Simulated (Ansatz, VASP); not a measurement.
# One calculation of SiC, two programs

```
Si C
1.0
     3.09177    0.00000    0.00000
    -1.54588    2.67755    0.00000
     0.00000    0.00000    5.07402
Si C
2 2
Cartesian
  0.0000 1.7850 0.0232
  1.5459 0.8925 2.5602
  0.0000 1.7850 2.1303
  1.5459 0.8925 4.4674
```

Alike in both runs: task single point; functional PBE; k mesh 12 × 12 × 6; occupations gaussian, width 0.05 eV; no spin polarisation.

```csv
,VASP,Ansatz
version,VASP 6.6.1,Ansatz 0.2.0
potentials or method,"VASP PAW PBE potentials, release 64 (Si, C), cutoff 520 eV","scalar-relativistic, plane waves, PAW"
valence electrons in the cell,16,16
```

```csv
,VASP,Ansatz,Ansatz less VASP
gap on the k mesh at the Fermi level (eV),2.23,2.23,+0.004
least direct gap on the mesh (eV),4.06,4.06,+0.006
pressure (GPa),2.4,2.4,+0.05
"traceless stress, the component that is largest in VASP (GPa)",-4.09,-4.12,-0.033
rms of the force components (eV/Å),1.162,1.160,-0.0020
```

Atom by atom the forces differ by 0.002 eV/Å (rms over components).
